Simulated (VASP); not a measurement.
A run of VASP 6.6.1:

File INCAR:

```
PREC     = Accurate       # precision mode
ENCUT    = 520            # plane-wave cutoff, eV
EDIFF    = 1E-6           # SCF threshold, eV
ISMEAR   = 0              # smearing method
SIGMA    = 0.1            # smearing width, eV
LREAL    = False          # projectors in reciprocal space
LASPH    = True           # aspherical terms in the spheres
NELM     = 100            # most SCF steps
ALGO     = Fast           # electronic algorithm
ISIF     = 2              # what is computed and relaxed
LWAVE    = False          # write WAVECAR
LCHARG   = True           # write CHGCAR
GGA      = PS             # functional
LELF     = True           # ELF
LVHAR    = True         
NBANDS   = 19             # bands
```

File KPOINTS:

```
Automatic mesh
0
Gamma
  57 57 28
```

POSCAR

```
Zn
1.0
    2.5576643586      0.0000000000      0.0000000000
   -1.2788321793      2.2150023089      0.0000000000
    0.0000000000      0.0000000000      4.3227456439
Zn
2
Direct
    0.3333333333      0.6666666667      0.2500000000
    0.6666666667      0.3333333333      0.7500000000
```

Potentials or basis: VASP PAW PBE potentials, release 64 (Zn).

Run with:

```console
$ cat potpaw_PBE.64/Zn/POTCAR > POTCAR
$ mpirun -np 1 vasp_std > vasp.out
```

Hardware: 1 thread of Intel(R) Xeon(R) Platinum 8488C (Sapphire Rapids), on a shared host.

**Question.** How long does it take, and how much memory?

**Answer.** Wall time 19 min on 1 thread of Intel(R) Xeon(R) Platinum 8488C (Sapphire Rapids), with other jobs on the host, peak memory 1.6 GiB. Counts: scf iterations 14, k points 4500.
